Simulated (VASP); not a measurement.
# Si2Mo (I4/mmm) in VASP: a series of runs

Runs on Si2Mo. Level: PBEsol. Tasks: electric field gradients.

Program: VASP 6.6.1. These are calculated values, not measurements. Logs are shortened: lines on timing, memory, paths and dates and some standing lists are left out, and cuts for length are marked.

### Step 1. The cell of the first run

Symmetry: I4/mmm, No. 139, tetragonal system. Conventional cell: a = 3.135 Å, b = 3.135 Å, c = 7.701 Å, α = 90.00°, β = 90.00°, γ = 90.00°. Si (site symmetry 4mm) has 9 Si at 2.56 to 3.13 Å and 5 Mo at 2.56 Å within 3.4 Å. Within 3.4 Å of Mo (site symmetry 4/mmm) lie 10 Si at 2.56 Å and 4 Mo at 3.13 Å.

### Step 2. Electric field gradients, PBEsol (12.61 Å³/atom)

INCAR

```
PREC     = Accurate       # precision mode
ENCUT    = 520            # plane-wave cutoff, eV
EDIFF    = 1E-8           # SCF threshold, eV
ISMEAR   = -1             # smearing method
SIGMA    = 0.08           # smearing width, eV
LREAL    = F              # projectors in reciprocal space
LASPH    = T              # aspherical terms in the spheres
NELM     = 80             # most SCF steps
ALGO     = Normal         # electronic algorithm
ISIF     = 2              # what is computed and relaxed
LWAVE    = F              # write WAVECAR
LCHARG   = F              # write CHGCAR
GGA      = PS             # functional
LEFG     = T            
NBANDS   = 18             # bands
```

KPOINTS

```
regular mesh
0
Gamma
  16 16 16
```

POSCAR

```
Si2Mo
1.0
   -1.5673377739      1.5673377739      3.8502632003
    1.5673377739     -1.5673377739      3.8502632003
    1.5673377739      1.5673377739     -3.8502632003
Si Mo
2 1
Direct
    0.3330000000      0.3330000000      0.0000000000
    0.6670000000      0.6670000000      0.0000000000
    0.0000000000      0.0000000000      0.0000000000
```

Potentials or basis: VASP PAW PBE potentials, release 64 (Si, Mo_sv).

Launch:

```console
cat potpaw_PBE.64/Si/POTCAR potpaw_PBE.64/Mo_sv/POTCAR > POTCAR
mpirun -np 1 vasp_std > vasp.out
```

OUTCAR:

```text
PREC = Accurate
   ENCUT = 520
   EDIFF = 1E-8
   ISMEAR = -1
   LREAL = F
   LASPH = T
   NELM = 80
   ISIF = 2
   GGA = PS

 ion  position               nearest neighbor table
   1  0.333  0.333  0.000-   2 2.56   2 2.56   2 2.56   2 2.56   3 2.56   3 2.56   3 2.56   3 2.56
                             3 2.56   2 2.57
   2  0.667  0.667  0.000-   1 2.56   1 2.56   1 2.56   1 2.56   3 2.56   3 2.56   3 2.56   3 2.56
                             3 2.56   1 2.57
   3  0.000  0.000  0.000-   2 2.56   1 2.56   2 2.56   1 2.56   2 2.56   1 2.56   1 2.56   2 2.56
                             1 2.56   2 2.56

  LATTYP: Found a body centered tetragonal cell.
 ALAT       =     3.1346755478
 C/A-ratio  =     2.4565625001

  Lattice vectors:

 A1 = (  -1.5673377739,   1.5673377739,   3.8502632003)
 A2 = (   1.5673377739,  -1.5673377739,   3.8502632003)
 A3 = (   1.5673377739,   1.5673377739,  -3.8502632003)

Analysis of symmetry for initial positions (statically):
=====================================================================
 Subroutine PRICEL returns:
 Original cell was already a primitive cell.

 Routine SETGRP: Setting up the symmetry group for a
 body centered tetragonal supercell.

 Subroutine GETGRP returns: Found 16 space group operations
 (whereof 16 operations were pure point group operations)
 out of a pool of 16 trial point group operations.

The static configuration has the point symmetry D_4h.

Analysis of symmetry for dynamics (positions and initial velocities):
=====================================================================
 Subroutine PRICEL returns:
 Original cell was already a primitive cell.

 Routine SETGRP: Setting up the symmetry group for a
 body centered tetragonal supercell.

 Subroutine GETGRP returns: Found 16 space group operations
 (whereof 16 operations were pure point group operations)
 out of a pool of 16 trial point group operations.

The dynamic configuration has the point symmetry D_4h.

 Subroutine INISYM returns: Found 16 space group operations
 (whereof 16 operations are pure point group operations),
 and found     1 'primitive' translations

----------------------------------------------------------------------------------------

                                     Primitive cell

  volume of cell :      37.8334

  direct lattice vectors                    reciprocal lattice vectors
    -1.567337774  1.567337774  3.850263200     0.000000000  0.319012282  0.129861252
     1.567337774 -1.567337774  3.850263200     0.319012282  0.000000000  0.129861252
     1.567337774  1.567337774 -3.850263200     0.319012282  0.319012282  0.000000000

  length of vectors
     4.442704369  4.442704369  4.442704369     0.344431097  0.344431097  0.451151496

  position of ions in fractional coordinates (direct lattice)
     0.333000000  0.333000000  0.000000000
     0.667000000  0.667000000  0.000000000
     0.000000000  0.000000000  0.000000000

  ion indices of the primitive-cell ions
   primitive index   ion index
                 1           1
                 2           2
                 3           3

----------------------------------------------------------------------------------------

 KPOINTS: regular mesh

Automatic generation of k-mesh.
 Grid dimensions read from file:
 generate k-points for:   16   16   16

 Generating k-lattice:

  Cartesian coordinates                     Fractional coordinates (reciprocal lattice)
     0.000000000  0.019938268  0.008116328     0.062500000 -0.000000000  0.000000000
     0.019938268  0.000000000  0.008116328    -0.000000000  0.062500000  0.000000000
     0.019938268  0.019938268  0.000000000     0.000000000  0.000000000  0.062500000

  Length of vectors
     0.021526944  0.021526944  0.028196968

  Shift w.r.t. Gamma in fractional coordinates (k-lattice)
     0.000000000  0.000000000  0.000000000

 Subroutine IBZKPT returns following result:
 ===========================================

 Found    349 irreducible k-points:

 Following reciprocal coordinates:
            Coordinates               Weight
  0.000000  0.000000  0.000000      1.000000
  0.062500  0.000000 -0.000000      8.000000
  0.125000  0.000000 -0.000000      8.000000
  0.187500  0.000000 -0.000000      8.000000
  0.250000  0.000000 -0.000000      8.000000
  0.312500  0.000000  0.000000      8.000000
[... 16 lines left out ...]
 -0.125000  0.062500  0.000000     16.000000
 -0.062500  0.062500  0.000000      4.000000
 [... further k-points ...]
   k-points           NKPTS =    349   k-points in BZ     NKDIM =    349   number of bands    NBANDS=     18
   number of dos      NEDOS =    301   number of ions     NIONS =      3
   total plane-waves  NPLWV =  46656
   dimension x,y,z NGX =    36 NGY =   36 NGZ =   36
   dimension x,y,z NGXF=    72 NGYF=   72 NGZF=   72
   ions per type =               2   1
   NGX,Y,Z   is equivalent  to a cutoff of  13.47, 13.47, 13.47 a.u.
   NGXF,Y,Z  is equivalent  to a cutoff of  26.94, 26.94, 26.94 a.u.
 SYSTEM =  unknown system
   PREC   = accura    normal or accurate (medium, high low for compatibility)
   ISTART =      0    job   : 0-new  1-cont  2-samecut
   ICHARG =      2    charge: 1-file 2-atom 10-const
   ISPIN  =      1    spin polarized calculation?
   LNONCOLLINEAR =      F non collinear calculations
   LSORBIT =      F    spin-orbit coupling
   LASPH  =      T    aspherical Exc in radial PAW
   ENCUT  =  520.0 eV  38.22 Ry    6.18 a.u.   8.26  8.26  8.26*2*pi/ulx,y,z
   NELM   =     80;   NELMIN=  2; NELMDL= -5     # of ELM steps
   EDIFF  = 0.1E-07   stopping-criterion for ELM
   LREAL  =      F    real-space projection
   EDIFFG = 0.1E-06   stopping-criterion for IOM
   NSW    =      0    number of steps for IOM
   IBRION =     -1    ionic relax: 0-MD 1-quasi-New 2-CG
   NFREE  =      0    steps in history (QN), initial steepest desc. (CG)
   ISIF   =      2    stress and relaxation
   ISYM   =      2    0-nonsym 1-usesym 2-fastsym
   POTIM  = 0.5000    time-step for ionic-motion
   TEBEG  =    0.0;   TEEND  =   0.0 temperature during run
   PSTRESS=    0.0 pullay stress
   NELECT =      22.0000    total number of electrons
   NUPDOWN=      -1.0000    fix difference up-down
   EMIN   =  10.00;   EMAX   =-10.00  energy-range for DOS
   EFERMI =   0.00;   METHOD = LEGACY
   ISMEAR =    -1;   SIGMA  =   0.08  broadening in eV -4-tet -1-fermi 0-gaus
   EFERMI_NEDOS =   21; number of points for ismear=-14 and -15
   IALGO  =     38    algorithm
   IMIX   =      4    mixing-type and parameters
     AMIX     =   0.40;   BMIX     =  1.00
     AMIX_MAG =   1.60;   BMIX_MAG =  1.00
  volume/ion in A,a.u.               =      12.61        85.10
  Fermi-wavevector in a.u.,A,eV,Ry     =   1.366440  2.582197 25.404225  1.867158
  Thomas-Fermi vector in A             =   2.492580
   LORBIT       =      0    0 simple, 1 ext, 2 COOP (PROOUT), +10 PAW based schemes
   GGA     = PS    functional components
   LHFCALC =     F    Hartree Fock is set to
   AEXX    =    0.0000 exact exchange contribution
   IVDW    =     0    specifies the selected vdW correction
   LEPSILON=     F    determine dielectric tensor
   LRPA    =     F    only Hartree local field effects (RPA)
 non-spin polarized calculation
  energy-cutoff  :      520.00
  volume of cell :       37.83
 maximum number of plane-waves:      1036
 NGX is ok and might be reduce to    36
   NGX = 17   NGY = 17   NGZ = 17

 number of electron      22.0000000 magnetization

 Free energy of the ion-electron system (eV)
  ---------------------------------------------------
  ext. energy  EPLUGINS =         0.00000000
  ---------------------------------------------------
  free energy    TOTEN  =       -25.00152470 eV

  energy without entropy =      -24.99595319  energy(sigma->0) =      -24.99873894

 E-fermi :  13.1197     XC(G=0): -12.8060

 val. band max:       13.1193534519   @ k =  -0.4375  -0.4375   0.4375
 cond. band min:      13.1342092336   @ k =  -0.1875  -0.1875   0.1250
 fundamental gap:      0.0148557817
 Fermi energy:        13.1196521945

 k-point     1 :       0.0000    0.0000    0.0000
  band No.  band energies     occupation
      1     -47.4241      2.00000
      2     -21.6681      2.00000
      3     -21.5288      2.00000
      4     -21.5288      2.00000
      5      -0.8080      2.00000
      6       6.3833      2.00000
[... 481 lines left out ...]
      5      -0.6798      2.00000
      6       6.5009      2.00000
[... 10 lines left out ...]
     17      18.7503      0.00000
     18      19.1509      0.00000

 [... further k-points ...]

------------------------ aborting loop because EDIFF is reached ----------------------------------------

  FORCE on cell =-STRESS in cart. coord.  units (eV):
  Direction    XX          YY          ZZ          XY          YZ          ZX
  --------------------------------------------------------------------------------------
  -------------------------------------------------------------------------------------
  Total        2.9355514      2.9355514      3.1203444      0.0000000      0.0000000      0.0000000
  in kB      124.3153220    124.3153220    132.1409749      0.0000000      0.0000000      0.0000000
  external PRESSURE =     126.9238730 kB  Pullay stress =       0.0000000 kB

 VOLUME and BASIS-vectors are now :
 -----------------------------------------------------------------------------
  energy-cutoff  :      520.00
  volume of cell :       37.83
      direct lattice vectors                 reciprocal lattice vectors
    -1.567337774  1.567337774  3.850263200     0.000000000  0.319012282  0.129861252
     1.567337774 -1.567337774  3.850263200     0.319012282  0.000000000  0.129861252
     1.567337774  1.567337774 -3.850263200     0.319012282  0.319012282  0.000000000

 POSITION                                       TOTAL-FORCE (eV/Angst)
 -----------------------------------------------------------------------------------
      0.00000      0.00000      2.56428        -0.000000     -0.000000      0.224025
      0.00000      0.00000      5.13625        -0.000000     -0.000000     -0.224025
      0.00000      0.00000      0.00000         0.000000      0.000000     -0.000000
 -----------------------------------------------------------------------------------
    total drift:                                0.000000      0.000000     -0.000000

  FREE ENERGIE OF THE ION-ELECTRON SYSTEM (eV)
  ---------------------------------------------------
  free  energy   TOTEN  =       -25.0015246999 eV

  energy  without entropy=      -24.9959531891  energy(sigma->0) =      -24.99873894

 Electric field gradients (V/A^2)
---------------------------------------------------------------------
 ion       V_xx      V_yy      V_zz      V_xy      V_xz      V_yz
---------------------------------------------------------------------
   1       6.851     6.851   -13.702     0.000     0.000     0.000
   2       6.851     6.851   -13.702     0.000     0.000     0.000
   3      33.460    33.460   -66.921     0.001     0.000     0.000
---------------------------------------------------------------------

 Electric field gradients after diagonalization (V/A^2)
 (convention: |V_zz| > |V_xx| > |V_yy|)
----------------------------------------------------------------------
 ion       V_xx      V_yy      V_zz     asymmetry (V_yy - V_xx)/ V_zz
----------------------------------------------------------------------
   1       6.851     6.851   -13.702       0.000
   2       6.851     6.851   -13.702       0.000
   3      33.461    33.460   -66.921       0.000
----------------------------------------------------------------------

           NMR quadrupolar parameters

 Cq : quadrupolar parameter    Cq=e*Q*V_zz/h
 eta: asymmetry parameters     (V_yy - V_xx)/ V_zz
 Q  : nuclear electric quadrupole moment in mb (millibarn)
----------------------------------------------------------------------
 ion       Cq(MHz)       eta       Q (mb)
----------------------------------------------------------------------
   1      -0.033       0.000       1.000
   2      -0.033       0.000       1.000
   3      -0.162       0.000       1.000
----------------------------------------------------------------------
```

Wall time 6.1 min (1 thread of Intel Xeon Platinum 8559C (Emerald Rapids), shared host); peak memory 0.36 GiB.

What came out:

```
Free energy                             : -25.0015 eV
Pressure                                : 12.7 GPa
Largest force                           : 0.224 eV/Å
Band gap on the k mesh                  : zero (bands 11 and 12 overlap by 1.08 eV)
Largest electric field gradient by atom : Si -13.7; Mo -66.9 V/Å²
```

Forces in eV/Å, atoms in the order of the input:
```
Si   0.000  0.000  0.224
Si   0.000  0.000 -0.224
Mo   0.000  0.000  0.000
```

Stress tensor (GPa, compression positive):
```
12.43  0.00  0.00
 0.00 12.43  0.00
 0.00  0.00 13.21
```

Electric field gradients, principal values (V/Å²):
| atom | least | middle | greatest (by size) |
| --- | --- | --- | --- |
| 1 Si | 6.851 | 6.851 | -13.702 |
| 2 Si | 6.851 | 6.851 | -13.702 |
| 3 Mo | 33.460 | 33.461 | -66.921 |

Caveat: the cell stands under pressure; without QUAD_EFG the Cq values of the log hold for a quadrupole moment of 1 mb, not for the nuclei; the PAW data sets were made with another functional, which shifts forces and pressure a little.

(Part 1 of 2 ends here.)
